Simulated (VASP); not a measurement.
# BaMg2Sb2 (P-3m1) in VASP: notebook

Runs on BaMg2Sb2. Level: LDA. Tasks: single point.

Program: VASP 6.6.1. These are calculated values, not measurements. Logs are shortened: lines on timing, memory, paths and dates and some standing lists are left out, and cuts for length are marked.

## (1) The cell of the first run

Symmetry: P-3m1, No. 164, trigonal system. Conventional cell: a = 4.645 Å, b = 4.645 Å, c = 7.840 Å, α = 90.00°, β = 90.00°, γ = 120.00°. Within 4.7 Å of Ba (site symmetry -3m) lie 6 Sb at 3.39 Å and 6 Mg at 3.98 Å and 6 Ba at 4.65 Å. Mg (site symmetry 3m) has 4 Sb at 2.82 to 2.84 Å and 3 Mg at 3.32 Å within 3.7 Å. Sb (site symmetry 3m) has 4 Mg at 2.82 to 2.84 Å and 3 Ba at 3.39 Å within 3.7 Å.

## (2) Single point, LDA

Contents of INCAR:

```
SYSTEM = BaMg2Sb2
ALGO     = Normal         ! electronic algorithm
EDIFF    = 1E-6           ! SCF threshold, eV
ENCUT    = 840            ! plane-wave cutoff, eV
GGA      = CA             ! functional
GGA_COMPAT= .False.      
ISIF     = 2              ! what is computed and relaxed
ISMEAR   = 0              ! smearing method
LASPH    = .True.         ! aspherical terms in the spheres
LCHARG   = .True.         ! write CHGCAR
LELF     = .True.         ! ELF
LREAL    = .False.        ! projectors in reciprocal space
LVHAR    = .True.       
LWAVE    = .False.        ! write WAVECAR
NBANDS   = 38             ! bands
NELM     = 120            ! most SCF steps
PREC     = Accurate       ! precision mode
SIGMA    = 0.01           ! smearing width, eV
```

Contents of KPOINTS:

```
k-points
0
Gamma
  6 6 2
  0 0 0
```

Contents of POSCAR:

```
BaMg2Sb2
1.0
    4.6452183949      0.0000000000      0.0000000000
   -2.3226091975      4.0228771361      0.0000000000
    0.0000000000      0.0000000000      7.8398702748
Ba Mg Sb
1 2 2
Direct
    0.0000000000      0.0000000000      0.0000000000
    0.3333333333      0.6666666667      0.6252401610
    0.6666666667      0.3333333333      0.3747598390
    0.3333333333      0.6666666667      0.2635485428
    0.6666666667      0.3333333333      0.7364514572
```

Potentials or basis: VASP PAW LDA potentials, release 64 (Ba_sv, Mg_sv, Sb_d_GW).

Launch:

```console
cat potpaw_LDA.64/Ba_sv/POTCAR potpaw_LDA.64/Mg_sv/POTCAR potpaw_LDA.64/Sb_d_GW/POTCAR > POTCAR
mpirun -np 1 vasp_std > vasp.out
```

OUTCAR:

```text
SYSTEM = BaMg2Sb2
   EDIFF = 1E-6
   ENCUT = 840
   GGA = CA
   ISIF = 2
   ISMEAR = 0
   LASPH = .True.
   LREAL = .False.
   NELM = 120
   PREC = Accurate

 ion  position               nearest neighbor table
   1  0.000  0.000  0.000-   4 3.39   5 3.39   5 3.39   4 3.39   5 3.39   4 3.39
   2  0.333  0.667  0.625-   5 2.82   5 2.82   5 2.82   4 2.84
   3  0.667  0.333  0.375-   4 2.82   4 2.82   4 2.82   5 2.84
   4  0.333  0.667  0.264-   3 2.82   3 2.82   3 2.82   2 2.84   1 3.39   1 3.39   1 3.39
   5  0.667  0.333  0.736-   2 2.82   2 2.82   2 2.82   3 2.84   1 3.39   1 3.39   1 3.39

  LATTYP: Found a hexagonal cell.
 ALAT       =     4.6452183949
 C/A-ratio  =     1.6877291030

  Lattice vectors:

 A1 = (   4.6452183949,   0.0000000000,   0.0000000000)
 A2 = (  -2.3226091975,   4.0228771361,   0.0000000000)
 A3 = (   0.0000000000,   0.0000000000,   7.8398702748)

Analysis of symmetry for initial positions (statically):
=====================================================================
 Subroutine PRICEL returns:
 Original cell was already a primitive cell.

 Routine SETGRP: Setting up the symmetry group for a
 hexagonal supercell.

 Subroutine GETGRP returns: Found 12 space group operations
 (whereof 12 operations were pure point group operations)
 out of a pool of 24 trial point group operations.

The static configuration has the point symmetry D_3d.

Analysis of symmetry for dynamics (positions and initial velocities):
=====================================================================
 Subroutine PRICEL returns:
 Original cell was already a primitive cell.

 Routine SETGRP: Setting up the symmetry group for a
 hexagonal supercell.

 Subroutine GETGRP returns: Found 12 space group operations
 (whereof 12 operations were pure point group operations)
 out of a pool of 24 trial point group operations.

The dynamic configuration has the point symmetry D_3d.

 Subroutine INISYM returns: Found 12 space group operations
 (whereof 12 operations are pure point group operations),
 and found     1 'primitive' translations

----------------------------------------------------------------------------------------

                                     Primitive cell

  volume of cell :     146.5048

  direct lattice vectors                    reciprocal lattice vectors
     4.645218395  0.000000000  0.000000000     0.215275131  0.124289155  0.000000000
    -2.322609197  4.022877136  0.000000000     0.000000000  0.248578310  0.000000000
     0.000000000  0.000000000  7.839870275     0.000000000  0.000000000  0.127553131

  length of vectors
     4.645218395  4.645218395  7.839870275     0.248578310  0.248578310  0.127553131

  position of ions in fractional coordinates (direct lattice)
     0.000000000  0.000000000  0.000000000
     0.333333333  0.666666667  0.625240161
     0.666666667  0.333333333  0.374759839
     0.333333333  0.666666667  0.263548543
     0.666666667  0.333333333  0.736451457

  ion indices of the primitive-cell ions
   primitive index   ion index
                 1           1
                 2           2
                 3           3
                 4           4
                 5           5

----------------------------------------------------------------------------------------

 KPOINTS: k-points

Automatic generation of k-mesh.
 Grid dimensions read from file:
 generate k-points for:    6    6    2

 Generating k-lattice:

  Cartesian coordinates                     Fractional coordinates (reciprocal lattice)
     0.035879189  0.020714859  0.000000000     0.166666667 -0.000000000  0.000000000
     0.000000000  0.041429718  0.000000000     0.000000000  0.166666667  0.000000000
     0.000000000  0.000000000  0.063776565     0.000000000  0.000000000  0.500000000

  Length of vectors
     0.041429718  0.041429718  0.063776565

  Shift w.r.t. Gamma in fractional coordinates (k-lattice)
     0.000000000  0.000000000  0.000000000

 Subroutine IBZKPT returns following result:
 ===========================================

 Found     14 irreducible k-points:

 Following reciprocal coordinates:
            Coordinates               Weight
  0.000000  0.000000  0.000000      1.000000
  0.166667  0.000000  0.000000      6.000000
  0.333333 -0.000000  0.000000      6.000000
  0.500000  0.000000  0.000000      3.000000
  0.166667  0.166667  0.000000      6.000000
  0.333333  0.166667  0.000000     12.000000
  0.333333  0.333333  0.000000      2.000000
  0.000000  0.000000  0.500000      1.000000
  0.166667  0.000000  0.500000      6.000000
  0.333333 -0.000000  0.500000      6.000000
  0.500000  0.000000  0.500000      3.000000
  0.166667  0.166667  0.500000      6.000000
  0.333333  0.166667  0.500000     12.000000
  0.333333  0.333333  0.500000      2.000000
   k-points           NKPTS =     14   k-points in BZ     NKDIM =     14   number of bands    NBANDS=     38
   number of dos      NEDOS =    301   number of ions     NIONS =      5
   total plane-waves  NPLWV = 184320
   dimension x,y,z NGX =    48 NGY =   48 NGZ =   80
   dimension x,y,z NGXF=    96 NGYF=   96 NGZF=  160
   ions per type =               1   2   2
   NGX,Y,Z   is equivalent  to a cutoff of  17.18, 17.18, 16.96 a.u.
   NGXF,Y,Z  is equivalent  to a cutoff of  34.36, 34.36, 33.93 a.u.
 SYSTEM =  BaMg2Sb2
   PREC   = accura    normal or accurate (medium, high low for compatibility)
   ISTART =      0    job   : 0-new  1-cont  2-samecut
   ICHARG =      2    charge: 1-file 2-atom 10-const
   ISPIN  =      1    spin polarized calculation?
   LNONCOLLINEAR =      F non collinear calculations
   LSORBIT =      F    spin-orbit coupling
   LASPH  =      T    aspherical Exc in radial PAW
   ENCUT  =  840.0 eV  61.74 Ry    7.86 a.u.  10.98 10.98 18.53*2*pi/ulx,y,z
   NELM   =    120;   NELMIN=  2; NELMDL= -5     # of ELM steps
   EDIFF  = 0.1E-05   stopping-criterion for ELM
   LREAL  =      F    real-space projection
   EDIFFG = 0.1E-04   stopping-criterion for IOM
   NSW    =      0    number of steps for IOM
   IBRION =     -1    ionic relax: 0-MD 1-quasi-New 2-CG
   NFREE  =      0    steps in history (QN), initial steepest desc. (CG)
   ISIF   =      2    stress and relaxation
   ISYM   =      2    0-nonsym 1-usesym 2-fastsym
   POTIM  = 0.5000    time-step for ionic-motion
   TEBEG  =    0.0;   TEEND  =   0.0 temperature during run
   PSTRESS=    0.0 pullay stress
   NELECT =      60.0000    total number of electrons
   NUPDOWN=      -1.0000    fix difference up-down
   EMIN   =  10.00;   EMAX   =-10.00  energy-range for DOS
   EFERMI =   0.00;   METHOD = LEGACY
   ISMEAR =     0;   SIGMA  =   0.01  broadening in eV -4-tet -1-fermi 0-gaus
   EFERMI_NEDOS =   21; number of points for ismear=-14 and -15
   IALGO  =     38    algorithm
   IMIX   =      4    mixing-type and parameters
     AMIX     =   0.40;   BMIX     =  1.00
     AMIX_MAG =   1.60;   BMIX_MAG =  1.00
  volume/ion in A,a.u.               =      29.30       197.73
  Fermi-wavevector in a.u.,A,eV,Ry     =   1.215742  2.297419 20.109791  1.478028
  Thomas-Fermi vector in A             =   2.351119
   LORBIT       =      0    0 simple, 1 ext, 2 COOP (PROOUT), +10 PAW based schemes
   GGA     = CA    functional components
   LHFCALC =     F    Hartree Fock is set to
   AEXX    =    0.0000 exact exchange contribution
   IVDW    =     0    specifies the selected vdW correction
   LEPSILON=     F    determine dielectric tensor
   LRPA    =     F    only Hartree local field effects (RPA)
 non-spin polarized calculation
 Gauss-broadening in eV      SIGMA  =   0.01
  energy-cutoff  :      840.00
  volume of cell :      146.50
 maximum number of plane-waves:      8118
 NGX is ok and might be reduce to    48
   NGX = 21   NGY = 21   NGZ = 37

 number of electron      59.9999998 magnetization

 Free energy of the ion-electron system (eV)
  ---------------------------------------------------
  ext. energy  EPLUGINS =         0.00000000
  ---------------------------------------------------
  free energy    TOTEN  =       -19.40555685 eV

  energy without entropy =      -19.40555685  energy(sigma->0) =      -19.40555685

 E-fermi :   3.1272     XC(G=0):  -9.3634

 val. band max:        2.9599121531   @ k =   0.0000   0.0000   0.0000
 cond. band min:       3.6507940682   @ k =   0.5000   0.0000   0.0000
 fundamental gap:      0.6908819151
 Fermi energy:         3.1271570358

 k-point     1 :       0.0000    0.0000    0.0000
  band No.  band energies     occupation
      1     -71.9379      2.00000
      2     -71.9370      2.00000
      3     -39.4313      2.00000
      4     -39.4287      2.00000
      5     -39.4287      2.00000
      6     -39.4266      2.00000
[... 30 lines left out ...]
     37       6.0281      0.00000
     38       7.0113      0.00000

 k-point     2 :       0.1667    0.0000    0.0000
  band No.  band energies     occupation
      1     -71.9379      2.00000
      2     -71.9371      2.00000
      3     -39.4313      2.00000
      4     -39.4294      2.00000
      5     -39.4289      2.00000
      6     -39.4260      2.00000
[... 30 lines left out ...]
     37       6.7394      0.00000
     38       7.4188      0.00000

 k-point     3 :       0.3333   -0.0000    0.0000
  band No.  band energies     occupation
      1     -71.9377      2.00000
      2     -71.9373      2.00000
      3     -39.4313      2.00000
      4     -39.4304      2.00000
      5     -39.4291      2.00000
      6     -39.4253      2.00000
[... 30 lines left out ...]
     37       7.5970      0.00000
     38       8.5783      0.00000

 k-point     4 :       0.5000    0.0000    0.0000
  band No.  band energies     occupation
      1     -71.9377      2.00000
      2     -71.9374      2.00000
      3     -39.4312      2.00000
      4     -39.4309      2.00000
      5     -39.4292      2.00000
      6     -39.4251      2.00000
[... 30 lines left out ...]
     37       7.9646      0.00000
     38       8.0276      0.00000
[... 293 lines left out ...]
      4     -39.4301      2.00000
      5     -39.4291      2.00000
      6     -39.4254      2.00000
[... 30 lines left out ...]
     37       7.4781      0.00000
     38       7.6824      0.00000

 k-point    13 :       0.3333    0.1667    0.5000
  band No.  band energies     occupation
      1     -71.9376      2.00000
      2     -71.9374      2.00000
      3     -39.4312      2.00000
      4     -39.4308      2.00000
      5     -39.4293      2.00000
      6     -39.4249      2.00000
[... 30 lines left out ...]
     37       7.8919      0.00000
     38       8.2084      0.00000

 k-point    14 :       0.3333    0.3333    0.5000
  band No.  band energies     occupation
      1     -71.9375      2.00000
      2     -71.9375      2.00000
      3     -39.4311      2.00000
      4     -39.4311      2.00000
      5     -39.4295      2.00000
      6     -39.4245      2.00000
[... 30 lines left out ...]
     37       8.4127      0.00000
     38       8.4162      0.00000

------------------------ aborting loop because EDIFF is reached ----------------------------------------

  FORCE on cell =-STRESS in cart. coord.  units (eV):
  Direction    XX          YY          ZZ          XY          YZ          ZX
  --------------------------------------------------------------------------------------
  -------------------------------------------------------------------------------------
  Total        2.1207710      2.1207710      2.0425693     -0.0000000      0.0000000     -0.0000000
  in kB       23.1927676     23.1927676     22.3375537     -0.0000000      0.0000000     -0.0000000
  external PRESSURE =      22.9076963 kB  Pullay stress =       0.0000000 kB

 VOLUME and BASIS-vectors are now :
 -----------------------------------------------------------------------------
  energy-cutoff  :      840.00
  volume of cell :      146.50
      direct lattice vectors                 reciprocal lattice vectors
     4.645218395  0.000000000  0.000000000     0.215275131  0.124289155  0.000000000
    -2.322609197  4.022877136  0.000000000     0.000000000  0.248578310  0.000000000
     0.000000000  0.000000000  7.839870275     0.000000000  0.000000000  0.127553131

 POSITION                                       TOTAL-FORCE (eV/Angst)
 -----------------------------------------------------------------------------------
      0.00000      0.00000      0.00000         0.000000      0.000000      0.000000
     -0.00000      2.68192      4.90180        -0.000000      0.000000     -0.001025
      2.32261      1.34096      2.93807         0.000000      0.000000      0.001025
     -0.00000      2.68192      2.06619         0.000000      0.000000      0.051427
      2.32261      1.34096      5.77368         0.000000     -0.000000     -0.051427
 -----------------------------------------------------------------------------------
    total drift:                               -0.000000      0.000000     -0.000000

  FREE ENERGIE OF THE ION-ELECTRON SYSTEM (eV)
  ---------------------------------------------------
  free  energy   TOTEN  =       -19.4055568494 eV

  energy  without entropy=      -19.4055568494  energy(sigma->0) =      -19.40555685
```

Run time: 2.6 min. Hardware: 1 thread of Intel Xeon Platinum 8488C (Sapphire Rapids), shared host; peak memory 0.45 GiB.

What came out:

```yaml
Free_energy: -19.4056 eV
Pressure: 2.3 GPa
Largest_force: 0.051 eV/Å
Band_gap_on_the_k_mesh: 0.69 eV (least direct gap 1.45 eV)
```

Forces on the atoms (eV/Å):
```
Ba   0.000  0.000  0.000
Mg   0.000  0.000 -0.001
Mg   0.000  0.000  0.001
Sb   0.000  0.000  0.051
Sb   0.000  0.000 -0.051
```

Caveat: semilocal functionals underestimate gaps, and a narrow one can read as zero; spin-orbit coupling is left out, which moves the levels of the heavy elements. A k mesh can miss the band edges.

## (3) Single point, LDA

This run uses another cell than the first one, of 30.58 Å³/atom.

Contents of INCAR:

```
SYSTEM = BaMg2Sb2
PREC = Accurate ; ENCUT = 840
EDIFF = 1E-6 ; ISMEAR = 0
SIGMA = 0.01 ; LREAL = .False.
LASPH = .True. ; NELM = 120
ALGO = Normal ; ISIF = 2
LWAVE = .False. ; LCHARG = .True.
GGA = CA ; LELF = .True.
LVHAR = .True. ; NBANDS = 38
GGA_COMPAT = .False.
```

Contents of KPOINTS:

```
regular mesh
0
Gamma
  6 6 2
  0 0 0
```

Contents of POSCAR:

```
BaMg2Sb2
1.0
    4.7082582290      0.0000000000      0.0000000000
   -2.3541291145      4.0774712339      0.0000000000
    0.0000000000      0.0000000000      7.9646538155
Ba Mg Sb
1 2 2
Direct
    0.0000000000      0.0000000000      0.0000000000
    0.3333333333      0.6666666667      0.6248602666
    0.6666666667      0.3333333333      0.3751397334
    0.3333333333      0.6666666667      0.2654306284
    0.6666666667      0.3333333333      0.7345693716
```

Potentials or basis: VASP PAW LDA potentials, release 64 (Ba_sv, Mg_sv, Sb_d_GW).

Launch:

```console
cat potpaw_LDA.64/Ba_sv/POTCAR potpaw_LDA.64/Mg_sv/POTCAR potpaw_LDA.64/Sb_d_GW/POTCAR > POTCAR
mpirun -np 1 vasp_std > vasp.out
```

Wall time 4.4 min (1 thread of Intel Xeon 6975P-C (Granite Rapids), shared host); peak memory 0.46 GiB.

The run converged. Its results:

- Free energy: -19.4586 eV
- Pressure: 0.2 GPa
- Largest force: 0.022 eV/Å
- Band gap on the k mesh: 0.74 eV (least direct gap 1.50 eV)

Forces in eV/Å, atoms in the order of the input:
```
Ba   0.000  0.000  0.000
Mg   0.000  0.000  0.004
Mg   0.000  0.000 -0.004
Sb   0.000  0.000  0.022
Sb   0.000  0.000 -0.022
```

Levels at points of the mesh, in eV from the valence-band top:
```
           k point  band 26  band 27  band 28  band 29  band 30  band 31  band 32  band 33  band 34  band 35
(0.00, 0.00, 0.00)    -1.07    -1.07    -0.01     0.00     0.00     1.57     1.58     2.15     2.62     2.62
(0.50, 0.00, 0.00)    -3.03    -1.64    -1.58    -1.36    -1.13     0.74     2.76     3.11     3.91     4.66
(0.00, 0.00, 0.50)    -1.86    -0.74    -0.74    -0.54    -0.54     1.45     2.40     2.40     2.43     3.66
(0.50, 0.00, 0.50)    -3.43    -1.89    -1.73    -0.58    -0.56     0.94     1.70     2.67     3.04     3.39
```

Caveat: semilocal functionals underestimate gaps, and a narrow one can read as zero; spin-orbit coupling is left out, which moves the levels of the heavy elements. A k mesh can miss the band edges.
